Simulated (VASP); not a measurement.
# Co (P6_3/mmc) in VASP: a series of runs, part 2 of 2

VASP 6.6.1. Earlier steps stand in the parts before.

**3. Single point, revPBE, collinear spin, ferromagnetic start (volume scaled by 0.92)**

Contents of INCAR:

```
  PREC = Accurate
  ENCUT = 520
  EDIFF = 1E-6
  ISMEAR = -1
  SIGMA = 0.05
  LREAL = F
  LASPH = T
  NELM = 150
  ALGO = Normal
  ISIF = 2
  LWAVE = F
  LCHARG = T
  ISPIN = 2
  MAGMOM = -1.736 -1.736 -1.753 -1.753
  LORBIT = 11
  LMAXMIX = 4
  GGA = RE
  LELF = T
  LVHAR = T
  NBANDS = 30
```

Contents of KPOINTS:

```
Automatic mesh
0
Gamma
  16 16 5
```

Contents of POSCAR:

```
Co
1.0
    2.4431111993      0.0000000000      0.0000000000
   -1.2215555997      2.1157963629      0.0000000000
    0.0000000000      0.0000000000      7.9233438801
Co
4
Direct
    0.0000000000      1.0000000000      1.0000000000
    0.0000000000      0.0000000000      0.5000000000
    0.3333333333      0.6666666667      0.2500000000
    0.6666666667      0.3333333333      0.7500000000
```

Potentials or basis: VASP PAW PBE potentials, release 64 (Co).

Launch:

```
$ cat potpaw_PBE.64/Co/POTCAR > POTCAR
$ mpirun -np 1 vasp_std > vasp.out
```

OUTCAR:

```text
PREC = Accurate
   ENCUT = 520
   EDIFF = 1E-6
   ISMEAR = -1
   LREAL = F
   LASPH = T
   NELM = 150
   ISIF = 2
   ISPIN = 2
   LORBIT = 11
   GGA = RE

 ion  position               nearest neighbor table
   1  0.000  0.000  0.000-   3 2.43   4 2.43   4 2.43   3 2.43   4 2.43   3 2.43
   2  0.000  0.000  0.500-   3 2.43   4 2.43   4 2.43   3 2.43   4 2.43   3 2.43
   3  0.333  0.667  0.250-   1 2.43   2 2.43   1 2.43   2 2.43   1 2.43   2 2.43
   4  0.667  0.333  0.750-   1 2.43   2 2.43   1 2.43   2 2.43   1 2.43   2 2.43

  LATTYP: Found a hexagonal cell.
 ALAT       =     2.4431111993
 C/A-ratio  =     3.2431368177

  Lattice vectors:

 A1 = (   2.4431111993,   0.0000000000,   0.0000000000)
 A2 = (  -1.2215555997,   2.1157963629,   0.0000000000)
 A3 = (   0.0000000000,   0.0000000000,   7.9233438801)

Analysis of symmetry for initial positions (statically):
=====================================================================
 Subroutine PRICEL returns:
 Original cell was already a primitive cell.

 Routine SETGRP: Setting up the symmetry group for a
 hexagonal supercell.

 Subroutine GETGRP returns: Found 24 space group operations
 (whereof 12 operations were pure point group operations)
 out of a pool of 24 trial point group operations.

The static configuration has the point symmetry D_3d.
 The point group associated with its full space group is D_6h.

Analysis of symmetry for dynamics (positions and initial velocities):
=====================================================================
 Subroutine PRICEL returns:
 Original cell was already a primitive cell.

 Routine SETGRP: Setting up the symmetry group for a
 hexagonal supercell.

 Subroutine GETGRP returns: Found 24 space group operations
 (whereof 12 operations were pure point group operations)
 out of a pool of 24 trial point group operations.

The dynamic configuration has the point symmetry D_3d.
 The point group associated with its full space group is D_6h.

Analysis of structural, dynamic, and magnetic symmetry:
=====================================================================
 Subroutine PRICEL returns:
 Original cell was already a primitive cell.

 Routine SETGRP: Setting up the symmetry group for a
 hexagonal supercell.

 Subroutine GETGRP returns: Found 24 space group operations
 (whereof 12 operations were pure point group operations)
 out of a pool of 24 trial point group operations.

The overall configuration has the point symmetry D_3d.
 The point group associated with its full space group is D_6h.

 Subroutine INISYM returns: Found 24 space group operations
 (whereof 12 operations are pure point group operations),
 and found     1 'primitive' translations

----------------------------------------------------------------------------------------

                                     Primitive cell

  volume of cell :      40.9568

  direct lattice vectors                    reciprocal lattice vectors
     2.443111199  0.000000000  0.000000000     0.409314157  0.236317638  0.000000000
    -1.221555600  2.115796363  0.000000000     0.000000000  0.472635277  0.000000000
     0.000000000  0.000000000  7.923343880     0.000000000  0.000000000  0.126209340

  length of vectors
     2.443111199  2.443111199  7.923343880     0.472635277  0.472635277  0.126209340

  position of ions in fractional coordinates (direct lattice)
[... 77 lines left out ...]
   ISPIN  =      2    spin polarized calculation?
   LNONCOLLINEAR =      F non collinear calculations
   LSORBIT =      F    spin-orbit coupling
   LASPH  =      T    aspherical Exc in radial PAW
   ENCUT  =  520.0 eV  38.22 Ry    6.18 a.u.   4.54  4.54 14.73*2*pi/ulx,y,z
   NELM   =    150;   NELMIN=  2; NELMDL= -5     # of ELM steps
   EDIFF  = 0.1E-05   stopping-criterion for ELM
   LREAL  =      F    real-space projection
   EDIFFG = 0.1E-04   stopping-criterion for IOM
   NSW    =      0    number of steps for IOM
   IBRION =     -1    ionic relax: 0-MD 1-quasi-New 2-CG
   NFREE  =      0    steps in history (QN), initial steepest desc. (CG)
   ISIF   =      2    stress and relaxation
   ISYM   =      2    0-nonsym 1-usesym 2-fastsym
   POTIM  = 0.5000    time-step for ionic-motion
   TEBEG  =    0.0;   TEEND  =   0.0 temperature during run
   PSTRESS=    0.0 pullay stress
   NELECT =      36.0000    total number of electrons
   NUPDOWN=      -1.0000    fix difference up-down
   EMIN   =  10.00;   EMAX   =-10.00  energy-range for DOS
[... 5 lines left out ...]
     AMIX     =   0.40;   BMIX     =  1.00
     AMIX_MAG =   1.60;   BMIX_MAG =  1.00
  volume/ion in A,a.u.               =      10.24        69.10
  Fermi-wavevector in a.u.,A,eV,Ry     =   1.568196  2.963462 33.459992  2.459240
  Thomas-Fermi vector in A             =   2.670264
   LORBIT       =     11    0 simple, 1 ext, 2 COOP (PROOUT), +10 PAW based schemes
   GGA     = RE    functional components
   LHFCALC =     F    Hartree Fock is set to
   AEXX    =    0.0000 exact exchange contribution
   IVDW    =     0    specifies the selected vdW correction
   LEPSILON=     F    determine dielectric tensor
   LRPA    =     F    only Hartree local field effects (RPA)
 spin polarized calculation
  energy-cutoff  :      520.00
  volume of cell :       40.96
 maximum number of plane-waves:      1133
   NGX =  9   NGY =  9   NGZ = 29

 number of electron      35.9999944 magnetization      -6.3289439

 Free energy of the ion-electron system (eV)
  ---------------------------------------------------
  ext. energy  EPLUGINS =         0.00000000
  ---------------------------------------------------
  free energy    TOTEN  =       -26.31610319 eV

  energy without entropy =      -26.28728984  energy(sigma->0) =      -26.30169652

 E-fermi :  11.2646     XC(G=0): -13.6715

 val. band max:       11.2629472244   @ k =   0.0625   0.0000   0.2000
 cond. band min:      11.2686142746   @ k =   0.2500   0.1250   0.0000
 fundamental gap:      0.0056670502
 Fermi energy:        11.2646347802

 spin component 1

 k-point     1 :       0.0000    0.0000    0.0000
  band No.  band energies     occupation
      1       1.9411      1.00000
      2       4.3348      1.00000
      3       4.3365      1.00000
      4       6.7052      1.00000
      5       9.4432      1.00000
      6       9.5088      1.00000
[... 781 lines left out ...]
     29      24.2714      0.00000
     30      25.7512      0.00000

 [... further k-points ...]

 spin component 2

 k-point     1 :       0.0000    0.0000    0.0000
  band No.  band energies     occupation
      1       1.9619      1.00000
      2       4.2685      1.00000
      3       4.2887      1.00000
      4       5.8033      1.00000
      5       8.1351      1.00000
      6       8.1660      1.00000
[... 781 lines left out ...]
     29      23.7615      0.00000
     30      25.3052      0.00000

 [... further k-points ...]

------------------------ aborting loop because EDIFF is reached ----------------------------------------

  FORCE on cell =-STRESS in cart. coord.  units (eV):
  Direction    XX          YY          ZZ          XY          YZ          ZX
  --------------------------------------------------------------------------------------
  -------------------------------------------------------------------------------------
  Total        4.6969805      4.6969805      4.8094021     -0.0000000     -0.0000000      0.0000000
  in kB      183.7400076    183.7400076    188.1377999     -0.0000000     -0.0000000      0.0000000
  external PRESSURE =     185.2059384 kB  Pullay stress =       0.0000000 kB

 VOLUME and BASIS-vectors are now :
 -----------------------------------------------------------------------------
  energy-cutoff  :      520.00
  volume of cell :       40.96
      direct lattice vectors                 reciprocal lattice vectors
     2.443111199  0.000000000  0.000000000     0.409314157  0.236317638  0.000000000
    -1.221555600  2.115796363  0.000000000     0.000000000  0.472635277  0.000000000
     0.000000000  0.000000000  7.923343880     0.000000000  0.000000000  0.126209340

 POSITION                                       TOTAL-FORCE (eV/Angst)
 -----------------------------------------------------------------------------------
      0.00000      0.00000      0.00000         0.000000      0.000000      0.000000
      0.00000      0.00000      3.96167         0.000000      0.000000      0.000000
     -0.00000      1.41053      1.98084         0.000000      0.000000      0.000000
      1.22156      0.70527      5.94251        -0.000000     -0.000000      0.000000
 -----------------------------------------------------------------------------------
    total drift:                                0.000000     -0.000000      0.000000

  FREE ENERGIE OF THE ION-ELECTRON SYSTEM (eV)
  ---------------------------------------------------
  free  energy   TOTEN  =       -26.3161031924 eV

  energy  without entropy=      -26.2872898425  energy(sigma->0) =      -26.30169652

 total charge

# of ion       s       p       d       tot
------------------------------------------
    1        0.517   0.575   7.304   8.397
    2        0.517   0.575   7.304   8.397
    3        0.516   0.578   7.296   8.391
    4        0.516   0.578   7.296   8.391
--------------------------------------------------
tot          2.066   2.307  29.201  33.574

 magnetization (x)

# of ion       s       p       d       tot
------------------------------------------
    1        0.016   0.056  -1.653  -1.582
    2        0.016   0.056  -1.653  -1.582
    3        0.015   0.057  -1.674  -1.602
    4        0.015   0.057  -1.674  -1.602
--------------------------------------------------
tot          0.062   0.224  -6.653  -6.367
```

stdout:

```text
POSCAR found type information on POSCAR Co
 POSCAR found :  1 types and       4 ions
 scaLAPACK will be used
 -----------------------------------------------------------------------------
|                                                                             |
|                                                                             |
|     You enforced a specific xc type in the INCAR file but a different       |
|     I HOPE YOU KNOW WHAT YOU ARE DOING!                                     |
|                                                                             |
 -----------------------------------------------------------------------------

 LDA part: xc-table for (Slater+PW92), standard interpolation
 POSCAR, INCAR and KPOINTS ok, starting setup
 FFT: planning ... GRIDC
 FFT: planning ... GRID_SOFT
 FFT: planning ... GRID
 WAVECAR not read
 entering main loop
```

Wall time 2.6 min (1 thread of Intel Xeon 6975P-C (Granite Rapids), shared host); peak memory 0.26 GiB.

Results:

| Item | Value |
| --- | --- |
| Free energy | -26.3161 eV |
| Pressure | 18.5 GPa |
| Net moment | -6.33 μB per cell |
| Site moments | Co -1.58, -1.60 μB |
| Valence electrons inside the program's atomic spheres | Co 8.40, 8.39 |

Levels at points of the mesh, in eV from the Fermi level:
Spin up:
| k point | band 10 | band 11 | band 12 | band 13 | band 14 | band 15 | band 16 | band 17 | band 18 | band 19 |
| --- | --- | --- | --- | --- | --- | --- | --- | --- | --- | --- |
| (0.00, 0.00, 0.00) | -1.26 | -1.18 | -0.94 | -0.94 | -0.89 | -0.89 | -0.27 | 0.02 | 0.02 | 0.39 |
| (0.50, 0.00, 0.00) | -1.28 | -0.86 | -0.15 | -0.11 | 0.49 | 1.22 | 1.26 | 1.28 | 1.29 | 1.37 |
Spin down:
```csv
k point,band 19,band 20,band 21,band 22,band 23,band 24
"(0.00, 0.00, 0.00)",-1.51,-1.16,-1.16,-0.73,-0.73,-0.20
"(0.50, 0.00, 0.00)",-0.48,-0.45,0.27,1.44,2.65,3.31
```

Caveat: the PAW data sets were made with another functional, which shifts forces and pressure a little.

**4. Single point, revPBE, collinear spin, ferromagnetic start (volume scaled by 1.08)**

Contents of INCAR:

```
PREC = Accurate
ENCUT = 520
EDIFF = 1E-7
ISMEAR = -1
SIGMA = 0.05
LREAL = False
LASPH = True
NELM = 150
ALGO = Normal
ISIF = 2
LWAVE = False
LCHARG = False
ISPIN = 2
MAGMOM = -1.736 -1.736 -1.753 -1.753
LORBIT = 11
LMAXMIX = 4
GGA = RE
NBANDS = 30
```

KPOINTS is that of step 3.

Contents of POSCAR:

```
Co
1.0
    2.5772420615      0.0000000000      0.0000000000
   -1.2886210308      2.2319570970      0.0000000000
    0.0000000000      0.0000000000      8.3583486179
Co
4
Direct
    0.0000000000      1.0000000000      1.0000000000
    0.0000000000      0.0000000000      0.5000000000
    0.3333333333      0.6666666667      0.2500000000
    0.6666666667      0.3333333333      0.7500000000
```

Launch:

```
$ cat potpaw_PBE.64/Co/POTCAR > POTCAR
$ mpirun -np 1 vasp_std > vasp.out
```

Run time: 3.6 min. Hardware: 1 thread of Intel Xeon 6975P-C (Granite Rapids), shared host; peak memory 0.29 GiB.

The run converged. Its results:

* Free energy: -26.3284 eV
* Pressure: -12.9 GPa
* Net moment: -6.87 μB per cell
* Site moments: Co -1.75, -1.77 μB
* Valence electrons inside the program's atomic spheres: Co 8.09

Stress tensor (GPa, compression positive):
```
-12.81   0.00   0.00
  0.00 -12.81   0.00
  0.00   0.00 -13.00
```

Levels at points of the mesh, in eV from the Fermi level:
Spin up:
```
           k point  band 10  band 11  band 12  band 13  band 14  band 15  band 16  band 17  band 18  band 19
(0.00, 0.00, 0.00)    -0.92    -0.89    -0.67    -0.67    -0.65    -0.65    -0.24     0.11     0.11     0.39
(0.50, 0.00, 0.00)    -0.94    -0.63    -0.05     0.00     0.44     1.05     1.09     1.10     1.10     1.14
```
Spin down:
| k point | band 20 | band 21 | band 22 | band 23 | band 24 | band 25 |
| --- | --- | --- | --- | --- | --- | --- |
| (0.00, 0.00, 0.00) | -1.37 | -1.37 | -1.04 | -1.04 | -0.10 | 5.38 |
| (0.50, 0.00, 0.00) | -0.80 | 0.23 | 1.28 | 2.01 | 2.62 | 6.02 |

Caveat: the PAW data sets were made with another functional, which shifts forces and pressure a little.

**5. Overview**

```tsv
spin	cell	k mesh	gap on the mesh (eV)	pressure (GPa)	moment (μB)
collinear, antiferromagnetic start	a = 2.512, b = 2.512, c = 8.147 Å, angles 90.0, 90.0, 120.0°, 4 atoms	14 × 14 × 4	none	-6.1	0.37
collinear, ferromagnetic start	a = 2.443, b = 2.443, c = 7.923 Å, angles 90.0, 90.0, 120.0°, 4 atoms	16 × 16 × 5	none	18.5	6.33
collinear, ferromagnetic start	a = 2.577, b = 2.577, c = 8.358 Å, angles 90.0, 90.0, 120.0°, 4 atoms	16 × 16 × 5	none	-12.9	6.87
```

Alike in all rows: task single point; level revPBE; potentials or basis VASP PAW PBE potentials, release 64 (Co); cutoff (eV) 520; smearing fermi-dirac 0.05 eV.

Caveats: the PAW data sets were made with another functional, which shifts forces and pressure a little.

Absolute energies hang on the potentials; compare differences alone.
